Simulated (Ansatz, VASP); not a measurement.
**Te2As: VASP beside Ansatz**

INCAR

```
SYSTEM = Te2As
PREC = Accurate
ENCUT = 600
EDIFF = 1E-7
ISMEAR = 0
SIGMA = 0.1
LREAL = .FALSE.
LASPH = .TRUE.
NELM = 80
ALGO = Normal
ISIF = 3
LWAVE = .FALSE.
LCHARG = .FALSE.
GGA = PE
IBRION = 2
NSW = 90
EDIFFG = -0.04
```

The input KPOINTS:

```
regular mesh
0
G
  4 4 2
  0 0 0
```

Contents of POSCAR:

```
Te2As
1.0
    3.8681729700      0.0000000000      0.0000000000
    0.0000000000      3.8681729700      0.0000000000
    0.0000000000      0.0000000000     11.2687039300
Te As
4 2
Direct
    0.5000000000      0.0000000000      0.7552999900
    0.0000000000      0.5000000000      0.2447000100
    0.5000000000      0.0000000000      0.0776000000
    0.0000000000      0.5000000000      0.9224000000
    0.5000000000      0.0000000000      0.3664999900
    0.0000000000      0.5000000000      0.6335000100
```

Input for Ansatz:

```yaml
crystal:
  lattice:
    - [3.86817297, 0.0, 0.0]
    - [0.0, 3.86817297, 0.0]
    - [0.0, 0.0, 11.26870393]
  atoms:
    - { symbol: Te, position: [0.5, 0.0, 0.75529999] }
    - { symbol: Te, position: [0.0, 0.5, 0.24470001] }
    - { symbol: Te, position: [0.5, 0.0, 0.0776] }
    - { symbol: Te, position: [0.0, 0.5, 0.9224] }
    - { symbol: As, position: [0.5, 0.0, 0.36649999] }
    - { symbol: As, position: [0.0, 0.5, 0.63350001] }
basis:
  ecutwfc: 420
kpoints:
  mp_grid: { grid: [4, 4, 2] }
hamiltonian:
  xc: pbe
scf:
  occupations: { method: gaussian, width: 0.1 }
  lower_state_search: "off"
output:
  forces: true
  stress: true
  eigenvalues: true
relax:
  adjacent_minimum: "off"
  f_tol: 0.04
  max_steps: 70
  cell: { stress_tol: 0.4 }
```

Change from the starting cell: species swapped into the Ta2Se type (P4/nmm, No. 129).

Alike in both runs: task relaxation of cell and atoms; functional PBE; k mesh 4 × 4 × 2; occupations gaussian, width 0.1 eV; no spin polarisation.

```csv
,VASP,Ansatz
version,VASP 6.6.1,Ansatz 0.2.0
potentials or method,"VASP PAW PBE potentials, release 64 (Te, As), cutoff 600 eV","scalar-relativistic, plane waves, PAW"
valence electrons in the cell,34,94
```

|  | VASP | Ansatz | Ansatz less VASP |
| --- | --- | --- | --- |
| gap on the k mesh at the Fermi level, each at its own relaxed structure (eV) | none | none | - |
| relaxed volume (Å³/atom) | 29.37 | 29.44 | +0.071 |
| relaxed cell length with the largest relative difference (Å) | 9.834 | 9.861 | +0.0272 |

A gap of «none» marks a metal or a gap that the smearing closes. VASP's potentials hold 34 valence electrons a cell and Ansatz's 94, so a difference there can come from the potentials and not from the codes.

The k mesh is coarse, so the values compare programs but aren't converged. Neither program's run includes spin-orbit coupling. Noted on VASP's run: too few bands were computed for a metal, which touches its energy and stress.
